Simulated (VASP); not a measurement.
# CsPbBr3 (P4/mmm) in VASP: notebook

The runs below take CsPbBr3 through single point, with PBEsol.

All numbers are computed with VASP 6.6.1; they aren't measurements. Logs are shortened: lines on timing, memory, paths and dates and some standing lists are left out, and cuts for length are marked.

## Step 1: The cell of the first run

The structure is tetragonal, space group P4/mmm (No. 123). Conventional cell: a = 6.163 Å, b = 6.163 Å, c = 5.870 Å, α = 90.00°, β = 90.00°, γ = 90.00°. Cs (site symmetry 4/mmm) has 12 Br at 4.26 to 4.36 Å and 8 Pb at 5.25 Å within 5.6 Å. Within 3.9 Å of Pb (site symmetry 4/mmm) lie 6 Br at 2.94 to 3.08 Å. Br (site symmetry mmm) has 2 Pb at 3.08 Å within 4.1 Å. Within 3.9 Å of Br (site symmetry 4/mmm) lie 2 Pb at 2.94 Å.

## Step 2: Single point, PBEsol (strain +0.050 along x and y, +0.000 along z)

INCAR reads:

```
PREC = Accurate
ENCUT = 520
EDIFF = 1E-6
ISMEAR = 0
SIGMA = 0.05
LREAL = False
LASPH = True
NELM = 100
ALGO = Normal
ISIF = 2
LWAVE = False
LCHARG = True
GGA = PS
LELF = True
LVHAR = True
NBANDS = 30
```

KPOINTS reads:

```
Automatic mesh
0
Gamma
  6 6 6
```

POSCAR reads:

```
CsPbBr3
1.0
    6.1635000000      0.0000000000      0.0000000000
    0.0000000000      6.1635000000      0.0000000000
    0.0000000000      0.0000000000      5.8700000000
Cs Pb Br
1 1 3
Direct
    0.0000000000      0.0000000000      0.0000000000
    0.5000000000      0.5000000000      0.5000000000
    0.0000000000      0.5000000000      0.5000000000
    0.5000000000      0.0000000000      0.5000000000
    0.5000000000      0.5000000000      0.0000000000
```

Potentials or basis: VASP PAW PBE potentials, release 64 (Cs_sv, Pb_d, Br).

Command:

```sh
> cat potpaw_PBE.64/Cs_sv/POTCAR potpaw_PBE.64/Pb_d/POTCAR potpaw_PBE.64/Br/POTCAR > POTCAR
> mpirun -np 1 vasp_std > vasp.out
```

OUTCAR:

```text
PREC = Accurate
   ENCUT = 520
   EDIFF = 1E-6
   ISMEAR = 0
   LREAL = False
   LASPH = True
   NELM = 100
   ISIF = 2
   GGA = PS

 ion  position               nearest neighbor table
   1  0.000  0.000  0.000-
   2  0.500  0.500  0.500-   5 2.94   5 2.94   3 3.08   4 3.08   4 3.08   3 3.08
   3  0.000  0.500  0.500-   2 3.08   2 3.08
   4  0.500  0.000  0.500-   2 3.08   2 3.08
   5  0.500  0.500  0.000-   2 2.94   2 2.94

  LATTYP: Found a simple tetragonal cell.
 ALAT       =     6.1635000000
 C/A-ratio  =     0.9523809524

  Lattice vectors:

 A1 = (   6.1635000000,   0.0000000000,   0.0000000000)
 A2 = (   0.0000000000,   6.1635000000,   0.0000000000)
 A3 = (   0.0000000000,   0.0000000000,   5.8700000000)

Analysis of symmetry for initial positions (statically):
=====================================================================
 Subroutine PRICEL returns:
 Original cell was already a primitive cell.

 Routine SETGRP: Setting up the symmetry group for a
 simple tetragonal supercell.

 Subroutine GETGRP returns: Found 16 space group operations
 (whereof 16 operations were pure point group operations)
 out of a pool of 16 trial point group operations.

The static configuration has the point symmetry D_4h.

Analysis of symmetry for dynamics (positions and initial velocities):
=====================================================================
 Subroutine PRICEL returns:
 Original cell was already a primitive cell.

 Routine SETGRP: Setting up the symmetry group for a
 simple tetragonal supercell.

 Subroutine GETGRP returns: Found 16 space group operations
 (whereof 16 operations were pure point group operations)
 out of a pool of 16 trial point group operations.

The dynamic configuration has the point symmetry D_4h.

 Subroutine INISYM returns: Found 16 space group operations
 (whereof 16 operations are pure point group operations),
 and found     1 'primitive' translations

----------------------------------------------------------------------------------------

                                     Primitive cell

  volume of cell :     222.9939

  direct lattice vectors                    reciprocal lattice vectors
     6.163500000  0.000000000  0.000000000     0.162245477  0.000000000  0.000000000
     0.000000000  6.163500000  0.000000000     0.000000000  0.162245477  0.000000000
     0.000000000  0.000000000  5.870000000     0.000000000  0.000000000  0.170357751

  length of vectors
     6.163500000  6.163500000  5.870000000     0.162245477  0.162245477  0.170357751

  position of ions in fractional coordinates (direct lattice)
     0.000000000  0.000000000  0.000000000
     0.500000000  0.500000000  0.500000000
     0.000000000  0.500000000  0.500000000
     0.500000000  0.000000000  0.500000000
     0.500000000  0.500000000  0.000000000

  ion indices of the primitive-cell ions
   primitive index   ion index
                 1           1
                 2           2
                 3           3
                 4           4
                 5           5

----------------------------------------------------------------------------------------

 KPOINTS: Automatic mesh

Automatic generation of k-mesh.
 Grid dimensions read from file:
 generate k-points for:    6    6    6

 Generating k-lattice:

  Cartesian coordinates                     Fractional coordinates (reciprocal lattice)
     0.027040913  0.000000000  0.000000000     0.166666667  0.000000000  0.000000000
     0.000000000  0.027040913  0.000000000     0.000000000  0.166666667  0.000000000
     0.000000000  0.000000000  0.028392959     0.000000000  0.000000000  0.166666667

  Length of vectors
     0.027040913  0.027040913  0.028392959

  Shift w.r.t. Gamma in fractional coordinates (k-lattice)
     0.000000000  0.000000000  0.000000000

 Subroutine IBZKPT returns following result:
 ===========================================

 Found     40 irreducible k-points:

 Following reciprocal coordinates:
            Coordinates               Weight
  0.000000  0.000000  0.000000      1.000000
  0.166667  0.000000  0.000000      4.000000
  0.333333  0.000000  0.000000      4.000000
  0.500000  0.000000  0.000000      2.000000
  0.166667  0.166667  0.000000      4.000000
  0.333333  0.166667  0.000000      8.000000
[... 16 lines left out ...]
  0.333333  0.000000  0.333333      8.000000
  0.500000  0.000000  0.333333      4.000000
 [... further k-points ...]
   k-points           NKPTS =     40   k-points in BZ     NKDIM =     40   number of bands    NBANDS=     30
   number of dos      NEDOS =    301   number of ions     NIONS =      5
   total plane-waves  NPLWV = 110592
   dimension x,y,z NGX =    48 NGY =   48 NGZ =   48
   dimension x,y,z NGXF=    96 NGYF=   96 NGZF=   96
   ions per type =               1   1   3
   NGX,Y,Z   is equivalent  to a cutoff of  12.95, 12.95, 13.59 a.u.
   NGXF,Y,Z  is equivalent  to a cutoff of  25.89, 25.89, 27.19 a.u.
 SYSTEM =  unknown system
   PREC   = accura    normal or accurate (medium, high low for compatibility)
   ISTART =      0    job   : 0-new  1-cont  2-samecut
   ICHARG =      2    charge: 1-file 2-atom 10-const
   ISPIN  =      1    spin polarized calculation?
   LNONCOLLINEAR =      F non collinear calculations
   LSORBIT =      F    spin-orbit coupling
   LASPH  =      T    aspherical Exc in radial PAW
   ENCUT  =  520.0 eV  38.22 Ry    6.18 a.u.  11.46 11.46 10.91*2*pi/ulx,y,z
   NELM   =    100;   NELMIN=  2; NELMDL= -5     # of ELM steps
   EDIFF  = 0.1E-05   stopping-criterion for ELM
   LREAL  =      F    real-space projection
   EDIFFG = 0.1E-04   stopping-criterion for IOM
   NSW    =      0    number of steps for IOM
   IBRION =     -1    ionic relax: 0-MD 1-quasi-New 2-CG
   NFREE  =      0    steps in history (QN), initial steepest desc. (CG)
   ISIF   =      2    stress and relaxation
   ISYM   =      2    0-nonsym 1-usesym 2-fastsym
   POTIM  = 0.5000    time-step for ionic-motion
   TEBEG  =    0.0;   TEEND  =   0.0 temperature during run
   PSTRESS=    0.0 pullay stress
   NELECT =      44.0000    total number of electrons
   NUPDOWN=      -1.0000    fix difference up-down
   EMIN   =  10.00;   EMAX   =-10.00  energy-range for DOS
   EFERMI =   0.00;   METHOD = LEGACY
   ISMEAR =     0;   SIGMA  =   0.05  broadening in eV -4-tet -1-fermi 0-gaus
   EFERMI_NEDOS =   21; number of points for ismear=-14 and -15
   IALGO  =     38    algorithm
   IMIX   =      4    mixing-type and parameters
     AMIX     =   0.40;   BMIX     =  1.00
     AMIX_MAG =   1.60;   BMIX_MAG =  1.00
  volume/ion in A,a.u.               =      44.60       300.97
  Fermi-wavevector in a.u.,A,eV,Ry     =   0.953077  1.801055 12.358936  0.908356
  Thomas-Fermi vector in A             =   2.081699
   LORBIT       =      0    0 simple, 1 ext, 2 COOP (PROOUT), +10 PAW based schemes
   GGA     = PS    functional components
   LHFCALC =     F    Hartree Fock is set to
   AEXX    =    0.0000 exact exchange contribution
   IVDW    =     0    specifies the selected vdW correction
   LEPSILON=     F    determine dielectric tensor
   LRPA    =     F    only Hartree local field effects (RPA)
 non-spin polarized calculation
 Gauss-broadening in eV      SIGMA  =   0.05
  energy-cutoff  :      520.00
  volume of cell :      222.99
 maximum number of plane-waves:      6036
 NGX is ok and might be reduce to    48
   NGX = 23   NGY = 23   NGZ = 21

 number of electron      44.0000008 magnetization

 Free energy of the ion-electron system (eV)
  ---------------------------------------------------
  ext. energy  EPLUGINS =         0.00000000
  ---------------------------------------------------
  free energy    TOTEN  =       -16.65995358 eV

  energy without entropy =      -16.65995358  energy(sigma->0) =      -16.65995358

 E-fermi :   0.3823     XC(G=0):  -7.3973

 val. band max:        0.1730046005   @ k =   0.5000   0.5000   0.5000
 cond. band min:       1.8323185596   @ k =   0.5000   0.5000   0.5000
 fundamental gap:      1.6593139592
 Fermi energy:         0.3822709295

 k-point     1 :       0.0000    0.0000    0.0000
  band No.  band energies     occupation
      1     -20.9177      2.00000
      2     -16.3579      2.00000
      3     -16.3170      2.00000
      4     -16.2465      2.00000
      5     -16.2325      2.00000
      6     -16.2325      2.00000
[... 22 lines left out ...]
     29       5.5988      0.00000
     30       5.5988      0.00000

 k-point     2 :       0.1667    0.0000    0.0000
  band No.  band energies     occupation
      1     -20.9176      2.00000
      2     -16.3565      2.00000
      3     -16.3114      2.00000
      4     -16.2466      2.00000
      5     -16.2326      2.00000
      6     -16.2325      2.00000
[... 22 lines left out ...]
     29       5.6582      0.00000
     30       5.7891      0.00000

 k-point     3 :       0.3333    0.0000    0.0000
  band No.  band energies     occupation
      1     -20.9174      2.00000
      2     -16.3547      2.00000
      3     -16.2995      2.00000
      4     -16.2469      2.00000
      5     -16.2329      2.00000
      6     -16.2325      2.00000
[... 22 lines left out ...]
     29       5.8384      0.00000
     30       6.2811      0.00000

 k-point     4 :       0.5000    0.0000    0.0000
  band No.  band energies     occupation
      1     -20.9173      2.00000
      2     -16.3540      2.00000
      3     -16.2932      2.00000
      4     -16.2470      2.00000
      5     -16.2330      2.00000
      6     -16.2325      2.00000
[... 22 lines left out ...]
     29       6.0196      0.00000
     30       6.8246      0.00000

 k-point     5 :       0.1667    0.1667    0.0000
  band No.  band energies     occupation
      1     -20.9175      2.00000
      2     -16.3549      2.00000
      3     -16.3062      2.00000
      4     -16.2468      2.00000
      5     -16.2327      2.00000
      6     -16.2326      2.00000
[... 22 lines left out ...]
     29       5.7816      0.00000
     30       5.8821      0.00000
[... 526 lines left out ...]
     29       5.7293      0.00000
     30       6.4437      0.00000

 k-point    22 :       0.1667    0.0000    0.3333
  band No.  band energies     occupation
      1     -20.9170      2.00000
      2     -16.3134      2.00000
      3     -16.3062      2.00000
      4     -16.2466      2.00000
      5     -16.2334      2.00000
      6     -16.2333      2.00000
[... 22 lines left out ...]
     29       5.8836      0.00000
     30       6.4136      0.00000

 k-point    23 :       0.3333    0.0000    0.3333
  band No.  band energies     occupation
      1     -20.9168      2.00000
      2     -16.3121      2.00000
      3     -16.2930      2.00000
      4     -16.2468      2.00000
      5     -16.2336      2.00000
      6     -16.2333      2.00000
[... 22 lines left out ...]
     29       6.1934      0.00000
     30       6.4164      0.00000

 k-point    24 :       0.5000    0.0000    0.3333
  band No.  band energies     occupation
      1     -20.9167      2.00000
      2     -16.3120      2.00000
      3     -16.2859      2.00000
      4     -16.2470      2.00000
      5     -16.2337      2.00000
      6     -16.2333      2.00000
[... 22 lines left out ...]
     29       6.3672      0.00000
     30       6.4665      0.00000

 [... further k-points ...]

------------------------ aborting loop because EDIFF is reached ----------------------------------------

  FORCE on cell =-STRESS in cart. coord.  units (eV):
  Direction    XX          YY          ZZ          XY          YZ          ZX
  --------------------------------------------------------------------------------------
  -------------------------------------------------------------------------------------
  Total       -2.8955719     -2.8955719     -0.7307765      0.0000000     -0.0000000      0.0000000
  in kB      -20.8042489    -20.8042489     -5.2505194      0.0000000     -0.0000000      0.0000000
  external PRESSURE =     -15.6196724 kB  Pullay stress =       0.0000000 kB

 VOLUME and BASIS-vectors are now :
 -----------------------------------------------------------------------------
  energy-cutoff  :      520.00
  volume of cell :      222.99
      direct lattice vectors                 reciprocal lattice vectors
     6.163500000  0.000000000  0.000000000     0.162245477  0.000000000  0.000000000
     0.000000000  6.163500000  0.000000000     0.000000000  0.162245477  0.000000000
     0.000000000  0.000000000  5.870000000     0.000000000  0.000000000  0.170357751

 POSITION                                       TOTAL-FORCE (eV/Angst)
 -----------------------------------------------------------------------------------
      0.00000      0.00000      0.00000         0.000000      0.000000      0.000000
      3.08175      3.08175      2.93500         0.000000      0.000000      0.000000
      0.00000      3.08175      2.93500         0.000000      0.000000      0.000000
      3.08175      0.00000      2.93500         0.000000      0.000000      0.000000
      3.08175      3.08175      0.00000         0.000000      0.000000      0.000000
 -----------------------------------------------------------------------------------
    total drift:                                0.000000     -0.000000     -0.000000

  FREE ENERGIE OF THE ION-ELECTRON SYSTEM (eV)
  ---------------------------------------------------
  free  energy   TOTEN  =       -16.6599535772 eV

  energy  without entropy=      -16.6599535772  energy(sigma->0) =      -16.65995358
```

Wall time 3.2 min (1 thread of AMD EPYC 7R43 (Zen 3), shared host); peak memory 0.43 GiB.

What came out:

| Item | Value |
| --- | --- |
| Free energy | -16.6600 eV |
| Pressure | -1.6 GPa |
| Band gap on the k mesh | 1.66 eV, direct |

Stress tensor (GPa, compression positive):
```
-2.08  0.00  0.00
 0.00 -2.08  0.00
 0.00  0.00 -0.53
```

Levels at points of the mesh, in eV from the valence-band top:
| k point | band 19 | band 20 | band 21 | band 22 | band 23 | band 24 | band 25 | band 26 |
| --- | --- | --- | --- | --- | --- | --- | --- | --- |
| (0.00, 0.00, 0.00) | -1.51 | -1.48 | -1.48 | -1.47 | 3.30 | 4.56 | 4.65 | 5.20 |
| (0.50, 0.00, 0.00) | -1.63 | -1.58 | -1.53 | -1.21 | 2.61 | 4.64 | 5.00 | 5.26 |
| (0.50, 0.50, 0.00) | -1.68 | -1.68 | -1.18 | -0.72 | 2.24 | 2.24 | 5.36 | 5.49 |
| (0.00, 0.00, 0.50) | -1.64 | -1.55 | -1.55 | -0.98 | 2.73 | 4.81 | 4.89 | 4.89 |
| (0.50, 0.00, 0.50) | -1.77 | -1.72 | -1.15 | -0.48 | 2.09 | 2.37 | 4.56 | 5.48 |
| (0.50, 0.50, 0.50) | -1.17 | -1.14 | -1.14 | 0.00 | 1.66 | 1.66 | 1.95 | 4.81 |

Caveat: the cell differs from its parent crystal (strain +0.050 along x and y, +0.000 along z); the PAW data sets were made with another functional, which shifts forces and pressure a little; spin-orbit coupling is left out, which moves the levels of the heavy elements.

(Continued in part 2 of 2.)
